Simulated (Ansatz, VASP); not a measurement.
# Rh in VASP and in Ansatz

```
Rh
1.0
    -0.20074    1.80666    1.80666
     1.80666   -0.20074    1.80666
     1.80666    1.80666   -0.20074
Rh
1
Direct
  0.00000 0.00000 0.00000
```

Alike in both runs: task single point; functional r2SCAN; k mesh 8 × 8 × 8; occupations gaussian, width 0.15 eV; no spin polarisation.

```csv
,VASP,Ansatz
version,VASP 6.6.1,Ansatz 0.2.0
potentials or method,"VASP PAW PBE potentials, release 64 (Rh_sv_GW), cutoff 680 eV","scalar-relativistic, plane waves, PAW"
valence electrons in the cell,17,17
```

```csv
,VASP,Ansatz,Ansatz less VASP
gap on the k mesh at the Fermi level (eV),none,none,-
pressure (GPa),8.9,8.8,-0.09
"traceless stress, the component that is largest in VASP (GPa)",16.98,16.95,-0.035
```

VASP's potentials were made for PBE, not for r2SCAN. A gap of «none» marks a metal or a gap that the smearing closes.
